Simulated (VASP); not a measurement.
Wanted: the native input for a VASP 6.6.1 run.

* Task: single point
* Functional: LDA
* Potentials or basis: VASP PAW LDA potentials, release 64 (Li_sv, Mn_pv, O)
* Cutoff: 520 eV
* k mesh: 7 × 7 × 4
* Occupations: gaussian, width 0.05 eV
* Spin: non-collinear spin, typed start, spin-orbit coupling
* Starting moments: [[0.0, 0.0, 0.0], [0.0, 0.0, 0.0], [5.0, 0.0, 0.0], [0.0, 0.0, 0.0], [0.0, 0.0, 0.0]] μB
* Dipole correction: no
* Further INCAR settings: ALGO = Normal; EDIFF = 1e-07; NBANDS = 46

The structure of Li2MnO2 lies in POSCAR:

```
Li2MnO2
1.0
    3.1950000900      0.0000000000      0.0000000000
   -1.5975000400      2.7669512400      0.0000000000
    0.0000000000      0.0000000000      5.3030009800
Li Mn O
2 1 2
Direct
    0.6666666667      0.3333333333      0.3910000000
    0.3333333333      0.6666666667      0.6090000000
    0.0000000000      0.0000000000      0.0000000000
    0.3333333333      0.6666666667      0.2490000000
    0.6666666667      0.3333333333      0.7510000000
```

These files were run (other wordings do the same):

INCAR

```
ALGO = Normal
EDIFF = 1E-7
ENCUT = 520
GGA = CA
GGA_COMPAT = False
ISIF = 2
ISMEAR = 0
LASPH = True
LCHARG = True
LMAXMIX = 4
LORBIT = 11
LORBMOM = True
LREAL = False
LSORBIT = True
LVHAR = True
LWAVE = False
MAGMOM = 0 0 0 0 0 0 5 0 0 0 0 0 0 0 0
NBANDS = 46
NELM = 150
PREC = Accurate
SIGMA = 0.05
```

KPOINTS

```
k-points
0
Gamma
  7 7 4
```

Potentials or basis: VASP PAW LDA potentials, release 64 (Li_sv, Mn_pv, O).

The run is started by

```sh
$ cat potpaw_LDA.64/Li_sv/POTCAR potpaw_LDA.64/Mn_pv/POTCAR potpaw_LDA.64/O/POTCAR > POTCAR
$ mpirun -np 1 vasp_ncl > vasp.out
```

It gave:

| Property | Result |
| --- | --- |
| Largest force | 0.954 eV/Å |
| Net moment | 5.00 μB per cell |
| Valence electrons inside the program's atomic spheres | Li 2.15; Mn 11.34; O 4.97 |

Caveat: a cell with one magnetic atom can't hold antiferromagnetic order, which such compounds often take.

Run time: 3.8 min on 1 thread of Intel(R) Xeon(R) Platinum 8375C CPU @ 2.90GHz (Ice Lake), with other jobs on the host, peak memory 0.34 GiB.
